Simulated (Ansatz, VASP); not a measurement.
LiTlSe2 in VASP and in Ansatz

File INCAR:

```
PREC     = Accurate       # precision mode
ENCUT    = 520            # plane-wave cutoff, eV
EDIFF    = 1E-7           # SCF threshold, eV
ISMEAR   = -1             # smearing method
SIGMA    = 0.02           # smearing width, eV
LREAL    = False          # projectors in reciprocal space
LASPH    = True           # aspherical terms in the spheres
NELM     = 60             # most SCF steps
ALGO     = Normal         # electronic algorithm
ISIF     = 2              # what is computed and relaxed
LWAVE    = False          # write WAVECAR
LCHARG   = False          # write CHGCAR
GGA      = PE             # functional
NBANDS   = 22             # bands
```

The input KPOINTS:

```
regular mesh
0
Gamma
  6 6 4
```

File POSCAR:

```
LiTlSe2
1.0
    4.3440865873      0.0000000000      0.0000000000
    0.0000000000      4.3440865873      0.0000000000
    0.0000000000      0.0000000000      6.0926773263
Li Se Tl
1 2 1
Direct
    0.0000000000      0.0000000000      0.0000000000
    0.0000000000      0.5000000000      0.2348770818
    0.5000000000      0.0000000000      0.7651229182
    0.5000000000      0.5000000000      0.5000000000
```

Input for Ansatz:

```yaml
crystal:
  lattice:
    - [4.3440865873, 0.0, 0.0]
    - [0.0, 4.3440865873, 0.0]
    - [0.0, 0.0, 6.0926773263]
  atoms:
    - { symbol: Li, position: [0.0, 0.0, 0.0] }
    - { symbol: Se, position: [0.0, 0.5, 0.2348770818] }
    - { symbol: Tl, position: [0.5, 0.5, 0.5] }
    - { symbol: Se, position: [0.5, 0.0, 0.7651229182] }
kpoints:
  mp_grid: { grid: [6, 6, 4] }
  band_path:
    path:
      - [0.0, 0.0, 0.0]
      - [0.0, 0.5, 0.0]
      - [0.5, 0.5, 0.0]
      - [0.0, 0.0, 0.5]
      - [0.0, 0.5, 0.5]
      - [0.5, 0.5, 0.5]
    npoints: 1
hamiltonian:
  xc: pbe
scf:
  occupations: { method: fermi_dirac, width: 0.02 }
  n_extra_bands: 5
output:
  forces: true
  stress: true
  eigenvalues: true
```

Change from the starting cell: hydrostatic strain +1.9%.

Alike in both runs: task single point; functional PBE; k mesh 6 × 6 × 4; occupations fermi-dirac, width 0.02 eV; no spin polarisation.

|  | VASP | Ansatz |
| --- | --- | --- |
| version | VASP 6.6.1 | Ansatz 0.2.0 |
| potentials or method | VASP PAW PBE potentials, release 64 (Li_sv, Se, Tl_d) | plane waves, PAW |
| plane-wave cutoff (eV) | 520 | 420 |
| valence electrons in the cell | 28 | 48 |

```csv
,VASP,Ansatz,Ansatz less VASP
rms of the force components (eV/Å),0.080,0.078,-0.0016
```

VASP's potentials hold 28 valence electrons a cell and Ansatz's 48, so a difference there can come from the potentials and not from the codes.

Neither program's run includes spin-orbit coupling. Noted on VASP's run: the cutoff is under 1.25 times that of the potentials, so the pressure is a little rough.
